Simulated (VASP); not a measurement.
Input of a VASP 6.6.1 run:

The input INCAR:

```
PREC = Accurate
ENCUT = 520
EDIFF = 1E-6
ISMEAR = 0
SIGMA = 0.05
LREAL = F
LASPH = T
NELM = 150
ALGO = Fast
ISIF = 2
LWAVE = F
LCHARG = F
ISPIN = 2
MAGMOM = 0 0 0 0 1
LORBIT = 11
LDIPOL = T
IDIPOL = 3
DIPOL = 0.5 0.5 0.357
GGA = PE
IVDW = 12
NBANDS = 32
```

KPOINTS

```
Automatic mesh
0
Gamma
  9 9 1
```

File POSCAR:

```
In2HSe2
1.0
    4.0266103726      0.0000000000      0.0000000000
   -2.0133051863      3.4871468738      0.0000000000
    0.0000000000      0.0000000000     20.8853553747
Se In H
2 2 1
Direct
    0.0000000000      0.0000000000      0.1915217591
    0.0000000000      0.0000000000      0.4493749427
    0.6666666667      0.3333333333      0.2535479421
    0.6666666667      0.3333333333      0.3873488619
    0.8888888889      0.2222222222      0.5045490093
```

Potentials or basis: VASP PAW PBE potentials, release 64 (Se, In_d, H).

The run is started by

```sh
$ cat potpaw_PBE.64/Se/POTCAR potpaw_PBE.64/In_d/POTCAR potpaw_PBE.64/H/POTCAR > POTCAR
$ mpirun -np 1 vasp_std > vasp.out
```

Q: Estimate the largest force.

A: 1.468 eV/Å.

Q: Estimate the dispersion energy per atom.

A: -0.190 eV.

Forces on the atoms (eV/Å):
```
Se  -0.048 -0.010 -0.022
Se  -0.450  0.368  1.348
In  -0.019 -0.062 -0.174
In   0.162 -0.155 -1.151
H    0.354 -0.141 -0.002
```
